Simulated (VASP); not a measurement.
ZnSnN:

```
CELL_PARAMETERS angstrom
4.57701 0.00000 0.00000
-2.28851 3.96381 0.00000
0.00000 0.00000 2.83596
ATOMIC_POSITIONS crystal
Zn 0.33333 0.66667 0.00000
Sn 0.66667 0.33333 0.00000
N 0.00000 0.00000 0.50000
```

The cell was built from a structure type or drawn by symmetry, and may not be a known phase.

* Program: VASP 6.6.1
* Task: relaxation of cell and atoms
* Functional: PBE
* Potentials or basis: VASP PAW PBE potentials, release 64 (Zn, Sn_d, N)
* Cutoff: 600 eV
* k mesh: 6 × 6 × 6
* Occupations: gaussian, width 0.1 eV
* Spin: no spin polarisation

At the start: pressure 0.9 GPa; volume 17.15 Å³/atom.

Q: How do energy, volume and symmetry change on relaxing?

A: Over 6 steps the energy falls by 36.0 meV/atom and the volume is 17.48 Å³/atom (+1.9 %); space group P-6m2 (No. 187, to 0.1 Å) before and after.

Step by step:
| step | energy change (eV) | largest force (eV/Å) | pressure (GPa) | volume (Å³) |
| --- | --- | --- | --- | --- |
| 1 | 0.0000 | 0.0000 | 0.90 | 51.45 |
| 2 | -0.0657 | 0.0000 | -0.06 | 52.14 |
| 3 | -0.1064 | 0.0000 | -0.59 | 53.22 |
| 4 | -0.1072 | 0.0000 | -0.58 | 53.10 |
| 5 | -0.1073 | 0.0000 | -0.58 | 53.06 |
| 6 | -0.1079 | 0.0000 | 0.25 | 52.44 |

Final structure:
```
Zn Sn N
1.0
     4.44218    0.00000    0.00000
    -2.22109    3.84704    0.00000
     0.00000    0.00000    3.06889
Zn Sn N
1 1 1
Cartesian
  0.0000 2.5647 0.0000
  2.2211 1.2823 0.0000
  -2.2211 3.8470 1.5344
```

Caveat: the k points lie up to 0.34 Å⁻¹ apart in the final cell, too coarse for converged energies and pressures of a metal.
